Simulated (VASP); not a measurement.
Set up this calculation in VASP 6.6.1, as the native input.

* Task: single point
* Functional: PBEsol
* Potentials or basis: VASP PAW PBE potentials, release 64 (Pd)
* Cutoff: 500 eV
* k mesh: 6 × 6 × 6
* Occupations: gaussian, width 0.1 eV
* Spin: no spin polarisation
* Dipole correction: no
* Further INCAR settings: ALGO = Normal; EDIFF = 1e-06; NBANDS = 22

The structure of Pd lies in POSCAR:

```
Pd
1.0
    1.3610687453      0.7858134065      6.7965647420
   -1.3610687453      0.7858134065      6.7965647420
    0.0000000000     -1.5716268129      6.7965647420
Pd
3
Direct
    0.0000000000      0.0000000000      0.0000000000
    0.2224357367      0.2224357367      0.2224357367
    0.7775642633      0.7775642633      0.7775642633
```

One way to write it, as run:

INCAR

```
SYSTEM = Pd
ALGO = Normal
EDIFF = 1E-6
ENCUT = 500
GGA = PS
GGA_COMPAT = .False.
ISIF = 2
ISMEAR = 0
LASPH = .True.
LCHARG = .True.
LELF = .True.
LREAL = .False.
LVHAR = .True.
LWAVE = .False.
NBANDS = 22
NELM = 120
PREC = Accurate
SIGMA = 0.1
```

KPOINTS

```
k-points
0
Gamma
  6 6 6
  0 0 0
```

Potentials or basis: VASP PAW PBE potentials, release 64 (Pd).

Launch:

```sh
$ cat potpaw_PBE.64/Pd/POTCAR > POTCAR
$ mpirun -np 1 vasp_std > vasp.out
```

Results of the run:

```yaml
Pressure: -0.4 GPa
Band_gap_on_the_k_mesh: zero (bands 15 and 16 overlap by 1.08 eV)
```

Caveat: the k points lie up to 0.45 Å⁻¹ apart, too coarse for converged energies and pressures of a metal; the PAW data sets were made with another functional, which shifts forces and pressure a little.

Run time: 94 s on 1 thread of Intel(R) Xeon(R) 6975P-C (Granite Rapids), on a shared host, peak memory 0.37 GiB.
